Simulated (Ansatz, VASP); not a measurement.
# PtSe2 in VASP and in Ansatz

```
CELL_PARAMETERS angstrom
3.72400 0.00000 0.00000
-1.86200 3.22508 0.00000
0.00000 0.00000 5.06200
ATOMIC_POSITIONS crystal
Pt 0.00000 0.00000 0.00000
Se 0.66667 0.33333 0.75000
Se 0.33333 0.66667 0.25000
```

Alike in both runs: task relaxation of cell and atoms; functional PBEsol; dispersion D3(BJ); k mesh 8 × 8 × 5; occupations fermi-dirac, width 0.05 eV; no spin polarisation.

```csv
,VASP,Ansatz
version,VASP 6.6.1,Ansatz 0.2.0
potentials or method,"VASP PAW PBE potentials, release 64 (Pt, Se)",Ansatz PAW
plane-wave cutoff (eV),600,420
valence electrons in the cell,22,50
```

|  | VASP | Ansatz | Ansatz less VASP |
| --- | --- | --- | --- |
| gap on the k mesh at the Fermi level, each at its own relaxed structure (eV) | none | none | - |
| relaxed volume (Å³/atom) | 18.72 | 18.71 | -0.010 |
| relaxed cell length with the largest relative difference (Å) | 3.738 | 3.736 | -0.0020 |

VASP's potentials were made for PBE, not for PBEsol. A gap of «none» marks a metal or a gap that the smearing closes. VASP's potentials hold 22 valence electrons a cell and Ansatz's 50, so a difference there can come from the potentials and not from the codes.

Neither program's run includes spin-orbit coupling. Noted on Ansatz's run: the plane-wave basis is chosen anew once the cell has moved, so the energies of steps on either side of that aren't comparable.
